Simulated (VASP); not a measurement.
Ru:

```xyz
2
Lattice="2.7058 0.0000 0.0000 -1.3529 2.3433 0.0000 0.0000 0.0000 4.2819" Properties=species:S:1:pos:R:3 pbc="T T T"
Ru    0.0000    1.5622    1.0705
Ru    1.3529    0.7811    3.2114
```

```yaml
Program: VASP 6.6.1
Task: relaxation of cell and atoms
Functional: PBE
Potentials_or_basis: VASP PAW PBE potentials, release 64 (Ru_pv)
Cutoff: 500 eV
k_mesh: 18 × 18 × 12
Occupations: gaussian, width 0.2 eV
Spin: no spin polarisation
```

At the start: pressure 4.5 GPa; volume 13.57 Å³/atom.

Q: How do energy, volume and symmetry change on relaxing?

A: Over 11 steps the energy falls by 2.7 meV/atom and the volume is 13.77 Å³/atom (+1.4 %); space group P6_3/mmc (No. 194, to 0.1 Å) before and after.

Step by step:
```csv
step,energy change (eV),largest force (eV/Å),pressure (GPa),volume (Å³)
1,0.0000,0.0000,4.52,27.15
2,0.0376,0.0000,-11.54,28.68
3,-0.0054,0.0000,-0.11,27.54
4,-0.0054,0.0000,-0.01,27.53
5,-0.0055,0.0000,0.04,27.53
6,-0.0055,0.0000,0.03,27.53
7,-0.0055,0.0000,0.02,27.53
8,-0.0055,0.0000,-0.05,27.54
9,-0.0055,0.0000,0.01,27.53
10,-0.0055,0.0000,0.00,27.53
11,-0.0055,0.0000,0.00,27.53
```

Final structure:
```
Ru
1.0
     2.72104    0.00000    0.00000
    -1.36052    2.35649    0.00000
     0.00000    0.00000    4.29419
Ru
2
Direct
  0.33333 0.66667 0.25000
  0.66667 0.33333 0.75000
```
